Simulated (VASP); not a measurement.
The system is Al2O3.

```
Al O
1.0
     2.38025    1.37424    4.33187
    -2.38025    1.37424    4.33187
     0.00000   -2.74848    4.33187
Al O
4 6
Direct
  0.35216 0.35216 0.35216
  0.14784 0.14784 0.14784
  0.64784 0.64784 0.64784
  0.85216 0.85216 0.85216
  0.55668 0.94332 0.25000
  0.25000 0.55668 0.94332
  0.94332 0.25000 0.55668
  0.44332 0.05668 0.75000
  0.75000 0.44332 0.05668
  0.05668 0.75000 0.44332
```

| Quantity | Value |
| --- | --- |
| Program | VASP 6.6.1 |
| Task | relaxation of cell and atoms |
| Functional | PBE |
| Potentials or basis | VASP PAW PBE potentials, release 64 (Al, O) |
| Cutoff | 600 eV |
| k mesh | 6 × 6 × 6 |
| Occupations | fermi-dirac, width 0.02 eV |
| Spin | no spin polarisation |

At the start: pressure 6.9 GPa; volume 8.50 Å³/atom.

How do energy, volume and symmetry change on relaxing?

Over 7 steps the energy falls by 5.1 meV/atom and the volume is 8.75 Å³/atom (+2.9 %); space group R-3c (No. 167, to 0.1 Å) before and after.

Step by step:
```csv
step,energy change (eV),largest force (eV/Å),pressure (GPa),volume (Å³)
1,0.0000,0.0276,6.85,85.02
2,-0.0141,0.0476,-5.32,89.57
3,-0.0505,0.0372,-0.02,87.44
4,-0.0505,0.0370,0.11,87.39
5,-0.0507,0.0032,0.11,87.40
6,-0.0507,0.0030,0.11,87.40
7,-0.0507,0.0025,-0.07,87.47
```

Final structure:
```
Al O
1.0
     2.40322    1.38750    4.37194
    -2.40322    1.38750    4.37194
     0.00000   -2.77499    4.37194
Al O
4 6
Cartesian
  0.0000 0.0000 4.6187
  0.0000 0.0000 1.9392
  0.0000 0.0000 8.4971
  0.0000 0.0000 11.1767
  -0.9316 1.3875 7.6509
  -0.7358 -1.5006 7.6509
  1.6674 0.1131 7.6509
  0.9316 -1.3875 5.4649
  0.7358 1.5006 5.4649
  -1.6674 -0.1131 5.4649
```
